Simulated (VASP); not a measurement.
# Pt (Fd-3m) in VASP: notebook

The runs below take Pt through single point, with RPBE.

Program: VASP 6.6.1. These are calculated values, not measurements. Logs are shortened: lines on timing, memory, paths and dates and some standing lists are left out, and cuts for length are marked.

## Step 1: The cell of the first run

The structure is cubic, space group Fd-3m (No. 227). Conventional cell: a = 5.829 Å, b = 5.829 Å, c = 5.829 Å, α = 90.00°, β = 90.00°, γ = 90.00°. Pt (site symmetry -43m) has 4 Pt at 2.52 Å within 3.3 Å.

## Step 2: Single point, RPBE

The input, INCAR:

```
PREC     = Accurate       # precision mode
ENCUT    = 520            # plane-wave cutoff, eV
EDIFF    = 1E-7           # SCF threshold, eV
ISMEAR   = -1             # smearing method
SIGMA    = 0.1            # smearing width, eV
LREAL    = False          # projectors in reciprocal space
LASPH    = True           # aspherical terms in the spheres
NELM     = 80             # most SCF steps
ALGO     = Normal         # electronic algorithm
ISIF     = 2              # what is computed and relaxed
LWAVE    = False          # write WAVECAR
LCHARG   = False          # write CHGCAR
GGA      = RP             # functional
NBANDS   = 17             # bands
```

The input, KPOINTS:

```
Automatic mesh
0
Gamma
  10 10 10
```

The input, POSCAR:

```
Pt
1.0
    0.0000000000      2.9146695910      2.9146695910
    2.9146695910      0.0000000000      2.9146695910
    2.9146695910      2.9146695910      0.0000000000
Pt
2
Direct
    0.1250000000      0.1250000000      0.1250000000
    0.8750000000      0.8750000000      0.8750000000
```

Potentials or basis: VASP PAW PBE potentials, release 64 (Pt).

Run with:

```sh
$ cat potpaw_PBE.64/Pt/POTCAR > POTCAR
$ mpirun -np 1 vasp_std > vasp.out
```

OUTCAR:

```text
PREC = Accurate
   ENCUT = 520
   EDIFF = 1E-7
   ISMEAR = -1
   LREAL = False
   LASPH = True
   NELM = 80
   ISIF = 2
   GGA = RP

 ion  position               nearest neighbor table
   1  0.125  0.125  0.125-   2 2.52   2 2.52   2 2.52   2 2.52
   2  0.875  0.875  0.875-   1 2.52   1 2.52   1 2.52   1 2.52

  LATTYP: Found a face centered cubic cell.
 ALAT       =     5.8293391820

  Lattice vectors:

 A1 = (   0.0000000000,   2.9146695910,   2.9146695910)
 A2 = (   2.9146695910,   0.0000000000,   2.9146695910)
 A3 = (   2.9146695910,   2.9146695910,   0.0000000000)

Analysis of symmetry for initial positions (statically):
=====================================================================
 Subroutine PRICEL returns:
 Original cell was already a primitive cell.

 Routine SETGRP: Setting up the symmetry group for a
 face centered cubic supercell.

 Subroutine GETGRP returns: Found 48 space group operations
 (whereof 12 operations were pure point group operations)
 out of a pool of 48 trial point group operations.

The static configuration has the point symmetry D_3d.
 The point group associated with its full space group is O_h .

Analysis of symmetry for dynamics (positions and initial velocities):
=====================================================================
 Subroutine PRICEL returns:
 Original cell was already a primitive cell.

 Routine SETGRP: Setting up the symmetry group for a
 face centered cubic supercell.

 Subroutine GETGRP returns: Found 48 space group operations
 (whereof 12 operations were pure point group operations)
 out of a pool of 48 trial point group operations.

The dynamic configuration has the point symmetry D_3d.
 The point group associated with its full space group is O_h .

 Subroutine INISYM returns: Found 48 space group operations
 (whereof 12 operations are pure point group operations),
 and found     1 'primitive' translations

----------------------------------------------------------------------------------------

                                     Primitive cell

  volume of cell :      49.5220

  direct lattice vectors                    reciprocal lattice vectors
     0.000000000  2.914669591  2.914669591    -0.171546031  0.171546031  0.171546031
     2.914669591  0.000000000  2.914669591     0.171546031 -0.171546031  0.171546031
     2.914669591  2.914669591  0.000000000     0.171546031  0.171546031 -0.171546031

  length of vectors
     4.121965265  4.121965265  4.121965265     0.297126442  0.297126442  0.297126442

  position of ions in fractional coordinates (direct lattice)
     0.125000000  0.125000000  0.125000000
     0.875000000  0.875000000  0.875000000

  ion indices of the primitive-cell ions
   primitive index   ion index
                 1           1
                 2           2

----------------------------------------------------------------------------------------

 KPOINTS: Automatic mesh

Automatic generation of k-mesh.
 Grid dimensions read from file:
 generate k-points for:   10   10   10

 Generating k-lattice:

  Cartesian coordinates                     Fractional coordinates (reciprocal lattice)
    -0.017154603  0.017154603  0.017154603     0.100000000  0.000000000  0.000000000
     0.017154603 -0.017154603  0.017154603     0.000000000  0.100000000  0.000000000
     0.017154603  0.017154603 -0.017154603     0.000000000  0.000000000  0.100000000

  Length of vectors
     0.029712644  0.029712644  0.029712644

  Shift w.r.t. Gamma in fractional coordinates (k-lattice)
     0.000000000  0.000000000  0.000000000

 Subroutine IBZKPT returns following result:
 ===========================================

 Found     47 irreducible k-points:

 Following reciprocal coordinates:
            Coordinates               Weight
  0.000000  0.000000  0.000000      1.000000
  0.100000  0.000000  0.000000      8.000000
  0.200000  0.000000  0.000000      8.000000
  0.300000  0.000000  0.000000      8.000000
  0.400000  0.000000  0.000000      8.000000
  0.500000  0.000000  0.000000      4.000000
[... 16 lines left out ...]
  0.300000  0.300000  0.000000      6.000000
  0.400000  0.300000  0.000000     24.000000
 [... further k-points ...]
   k-points           NKPTS =     47   k-points in BZ     NKDIM =     47   number of bands    NBANDS=     17
   number of dos      NEDOS =    301   number of ions     NIONS =      2
   total plane-waves  NPLWV =  32768
   dimension x,y,z NGX =    32 NGY =   32 NGZ =   32
   dimension x,y,z NGXF=    64 NGYF=   64 NGZF=   64
   ions per type =               2
   NGX,Y,Z   is equivalent  to a cutoff of  12.91, 12.91, 12.91 a.u.
   NGXF,Y,Z  is equivalent  to a cutoff of  25.81, 25.81, 25.81 a.u.
 SYSTEM =  unknown system
   PREC   = accura    normal or accurate (medium, high low for compatibility)
   ISTART =      0    job   : 0-new  1-cont  2-samecut
   ICHARG =      2    charge: 1-file 2-atom 10-const
   ISPIN  =      1    spin polarized calculation?
   LNONCOLLINEAR =      F non collinear calculations
   LSORBIT =      F    spin-orbit coupling
   LASPH  =      T    aspherical Exc in radial PAW
   ENCUT  =  520.0 eV  38.22 Ry    6.18 a.u.   7.66  7.66  7.66*2*pi/ulx,y,z
   NELM   =     80;   NELMIN=  2; NELMDL= -5     # of ELM steps
   EDIFF  = 0.1E-06   stopping-criterion for ELM
   LREAL  =      F    real-space projection
   EDIFFG = 0.1E-05   stopping-criterion for IOM
   NSW    =      0    number of steps for IOM
   IBRION =     -1    ionic relax: 0-MD 1-quasi-New 2-CG
   NFREE  =      0    steps in history (QN), initial steepest desc. (CG)
   ISIF   =      2    stress and relaxation
   ISYM   =      2    0-nonsym 1-usesym 2-fastsym
   POTIM  = 0.5000    time-step for ionic-motion
   TEBEG  =    0.0;   TEEND  =   0.0 temperature during run
   PSTRESS=    0.0 pullay stress
   NELECT =      20.0000    total number of electrons
   NUPDOWN=      -1.0000    fix difference up-down
   EMIN   =  10.00;   EMAX   =-10.00  energy-range for DOS
   EFERMI =   0.00;   METHOD = LEGACY
   ISMEAR =    -1;   SIGMA  =   0.10  broadening in eV -4-tet -1-fermi 0-gaus
   EFERMI_NEDOS =   21; number of points for ismear=-14 and -15
   IALGO  =     38    algorithm
   IMIX   =      4    mixing-type and parameters
     AMIX     =   0.40;   BMIX     =  1.00
     AMIX_MAG =   1.60;   BMIX_MAG =  1.00
  volume/ion in A,a.u.               =      24.76       167.10
  Fermi-wavevector in a.u.,A,eV,Ry     =   1.210093  2.286745 19.923360  1.464326
  Thomas-Fermi vector in A             =   2.345651
   LORBIT       =      0    0 simple, 1 ext, 2 COOP (PROOUT), +10 PAW based schemes
   GGA     = RP    functional components
   LHFCALC =     F    Hartree Fock is set to
   AEXX    =    0.0000 exact exchange contribution
   IVDW    =     0    specifies the selected vdW correction
   LEPSILON=     F    determine dielectric tensor
   LRPA    =     F    only Hartree local field effects (RPA)
 non-spin polarized calculation
  energy-cutoff  :      520.00
  volume of cell :       49.52
 maximum number of plane-waves:      1363
   NGX = 15   NGY = 15   NGZ = 15

 number of electron      19.9999999 magnetization

 Free energy of the ion-electron system (eV)
  ---------------------------------------------------
  ext. energy  EPLUGINS =         0.00000000
  ---------------------------------------------------
  free energy    TOTEN  =        -9.05519360 eV

  energy without entropy =       -8.89369416  energy(sigma->0) =       -8.97444388

 E-fermi :   4.8142     XC(G=0): -10.1310

 val. band max:        4.8046771612   @ k =  -0.1000   0.1000   0.0000
 cond. band min:       4.8389853436   @ k =   0.5000   0.2000   0.1000
 fundamental gap:      0.0343081824
 Fermi energy:         4.8141843279

 k-point     1 :       0.0000    0.0000    0.0000
  band No.  band energies     occupation
      1      -1.9042      2.00000
      2       0.5774      2.00000
      3       0.5774      2.00000
      4       0.7096      2.00000
      5       0.7096      2.00000
      6       0.7096      2.00000
[... 9 lines left out ...]
     16      16.1374      0.00000
     17      17.0823      0.00000

 k-point     2 :       0.1000    0.0000    0.0000
  band No.  band energies     occupation
      1      -1.7623      2.00000
      2       0.4530      2.00000
      3       0.4530      2.00000
      4       0.6963      2.00000
      5       0.8804      2.00000
      6       0.8804      2.00000
[... 9 lines left out ...]
     16      16.2626      0.00000
     17      17.7140      0.00000

 k-point     3 :       0.2000    0.0000    0.0000
  band No.  band energies     occupation
      1      -1.3668      2.00000
      2       0.3678      2.00000
      3       0.3678      2.00000
      4       0.6635      2.00000
      5       1.0613      2.00000
      6       1.0613      2.00000
[... 9 lines left out ...]
     16      16.8724      0.00000
     17      17.6131      0.00000

 k-point     4 :       0.3000    0.0000    0.0000
  band No.  band energies     occupation
      1      -0.8277      2.00000
      2       0.3821      2.00000
      3       0.3821      2.00000
      4       0.6231      2.00000
      5       1.1013      2.00000
      6       1.1013      2.00000
[... 9 lines left out ...]
     16      16.4108      0.00000
     17      17.8797      0.00000
[... 343 lines left out ...]
      1      -0.6219      2.00000
      2       0.1772      2.00000
      3       0.4565      2.00000
      4       0.6508      2.00000
      5       0.9238      2.00000
      6       1.5526      2.00000
[... 9 lines left out ...]
     16      17.2945      0.00000
     17      17.3159      0.00000

 k-point    23 :       0.3000    0.3000    0.0000
  band No.  band energies     occupation
      1      -0.3438      2.00000
      2      -0.0762      2.00000
      3       0.6364      2.00000
      4       0.6364      2.00000
      5       1.3314      2.00000
      6       1.4498      2.00000
[... 9 lines left out ...]
     16      14.3637      0.00000
     17      20.5443      0.00000

 k-point    24 :       0.4000    0.3000    0.0000
  band No.  band energies     occupation
      1      -0.0633      2.00000
      2       0.0916      2.00000
      3       0.5257      2.00000
      4       0.6025      2.00000
      5       1.3755      2.00000
      6       1.5475      2.00000
[... 9 lines left out ...]
     16      14.9608      0.00000
     17      20.7580      0.00000

 [... further k-points ...]
[... 5 lines left out ...]
  --------------------------------------------------------------------------------------
  -------------------------------------------------------------------------------------
  Total       -0.1034171     -0.1034171     -0.1034171      0.0000000     -0.0000000     -0.0000000
  in kB       -3.3458373     -3.3458373     -3.3458373      0.0000000     -0.0000000     -0.0000000
  external PRESSURE =      -3.3458373 kB  Pullay stress =       0.0000000 kB

 VOLUME and BASIS-vectors are now :
 -----------------------------------------------------------------------------
  energy-cutoff  :      520.00
  volume of cell :       49.52
      direct lattice vectors                 reciprocal lattice vectors
     0.000000000  2.914669591  2.914669591    -0.171546031  0.171546031  0.171546031
     2.914669591  0.000000000  2.914669591     0.171546031 -0.171546031  0.171546031
     2.914669591  2.914669591  0.000000000     0.171546031  0.171546031 -0.171546031

 POSITION                                       TOTAL-FORCE (eV/Angst)
 -----------------------------------------------------------------------------------
      0.72867      0.72867      0.72867        -0.000000      0.000000     -0.000000
      5.10067      5.10067      5.10067         0.000000     -0.000000      0.000000
 -----------------------------------------------------------------------------------
    total drift:                                0.000000      0.000000     -0.000000

  FREE ENERGIE OF THE ION-ELECTRON SYSTEM (eV)
  ---------------------------------------------------
  free  energy   TOTEN  =        -9.0551935979 eV

  energy  without entropy=       -8.8936941571  energy(sigma->0) =       -8.97444388
```

It took 32 s on 1 thread of Intel Xeon Platinum 8488C (Sapphire Rapids), shared host; peak memory 0.19 GiB.

What came out:

- Free energy: -9.0552 eV
- Pressure: -0.3 GPa
- Band gap on the k mesh: zero (band 10 reaches 4.98 eV, above the bottom of band 11 at 4.42 eV)

Levels at points of the mesh, in eV from the Fermi level:
| k point | band 8 | band 9 | band 10 | band 11 | band 12 | band 13 |
| --- | --- | --- | --- | --- | --- | --- |
| (0.00, 0.00, 0.00) | -1.74 | -1.74 | -0.10 | -0.10 | 10.33 | 10.58 |
| (0.50, 0.00, 0.00) | -1.30 | -1.11 | -0.39 | -0.39 | 0.73 | 7.83 |
| (0.50, 0.50, 0.00) | -2.33 | -0.15 | -0.15 | 1.27 | 1.27 | 3.96 |

Caveat: the PAW data sets were made with another functional, which shifts forces and pressure a little; spin-orbit coupling is left out, which moves the levels of the heavy elements.

## Step 3: Single point, RPBE (volume scaled by 0.88)

The input, INCAR:

```
PREC = Accurate
ENCUT = 520
EDIFF = 1E-6
ISMEAR = -1
SIGMA = 0.1
LREAL = False
LASPH = True
NELM = 60
ALGO = Normal
ISIF = 2
LWAVE = False
LCHARG = True
GGA = RP
LELF = True
LVHAR = True
NBANDS = 17
```

The input, KPOINTS:

```
Automatic mesh
0
Gamma
  11 11 11
```

The input, POSCAR:

```
Pt
1.0
    0.0000000000      2.7930811510      2.7930811510
    2.7930811510      0.0000000000      2.7930811510
    2.7930811510      2.7930811510      0.0000000000
Pt
2
Direct
    0.1250000000      0.1250000000      0.1250000000
    0.8750000000      0.8750000000      0.8750000000
```

Potentials or basis: VASP PAW PBE potentials, release 64 (Pt).

Run with:

```sh
$ cat potpaw_PBE.64/Pt/POTCAR > POTCAR
$ mpirun -np 1 vasp_std > vasp.out
```

Run time: 34 s. Hardware: 1 thread of Intel Xeon Platinum 8488C (Sapphire Rapids), shared host; peak memory 0.19 GiB.

The run converged. Its results:

```yaml
Free_energy: -8.7714 eV
Pressure: 17.6 GPa
Band_gap_on_the_k_mesh: zero (band 10 reaches 6.70 eV, above the bottom of band 11 at 6.02 eV)
```

Levels at points of the mesh, in eV from the Fermi level:
```csv
k point,band 8,band 9,band 10,band 11,band 12,band 13
"(0.00, 0.00, 0.00)",-2.13,-2.13,-0.07,-0.07,10.91,11.00
```

Caveat: the PAW data sets were made with another functional, which shifts forces and pressure a little; spin-orbit coupling is left out, which moves the levels of the heavy elements.
